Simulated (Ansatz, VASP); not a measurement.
## Hg in VASP and in Ansatz

The input INCAR:

```
SYSTEM = Hg
PREC = Accurate
ENCUT = 520
EDIFF = 1E-6
ISMEAR = -1
SIGMA = 0.1
LREAL = .FALSE.
LASPH = .TRUE.
NELM = 60
ALGO = Normal
ISIF = 2
LWAVE = .FALSE.
LCHARG = .FALSE.
GGA = RP
NBANDS = 12
```

File KPOINTS:

```
Automatic mesh
0
G
  9 9 9
  0 0 0
```

The input POSCAR:

```
Hg
1.0
    0.0000000000      3.7455960027      3.7455960027
    3.7455960027      0.0000000000      3.7455960027
    3.7455960027      3.7455960027      0.0000000000
Hg
1
Direct
    0.0000000000      0.0000000000      0.0000000000
```

Input for Ansatz:

```yaml
crystal:
  lattice:
    - [0.0, 3.7455960027, 3.7455960027]
    - [3.7455960027, 0.0, 3.7455960027]
    - [3.7455960027, 3.7455960027, 0.0]
  atoms:
    - { symbol: Hg, position: [0.0, 0.0, 0.0] }
hamiltonian:
  xc: rpbe
  pseudopotentials:
    kind: paw
    azcp:
      Hg: "pseudopotentials/Hg.paw.azcp"
basis:
  ecutwfc: 420
  fft_grid_basis: typed
kpoints:
  mp_grid: { grid: [9, 9, 9], shift: [0, 0, 0] }
magnetization:
  spin_polarized: false
scf:
  occupations: { method: fermi_dirac, width: 0.1 }
  lower_state_search: "off"
output:
  stress: true
```

Alike in both runs: task single point; functional RPBE; k mesh 9 × 9 × 9; occupations fermi-dirac, width 0.1 eV; no spin polarisation.

```csv
,VASP,Ansatz
version,VASP 6.6.1,Ansatz 0.2.0
potentials or method,"VASP PAW PBE potentials, release 64 (Hg), cutoff 520 eV","plane waves (420 eV) with PAW, scalar-relativistic"
valence electrons in the cell,12,20
```

```tsv
	VASP	Ansatz	Ansatz less VASP
pressure (GPa)	0.0	0.0	+0.02
```

VASP's potentials were made for PBE, not for RPBE. VASP's potentials hold 12 valence electrons a cell and Ansatz's 20, so a difference there can come from the potentials and not from the codes.

Neither program's run includes spin-orbit coupling.
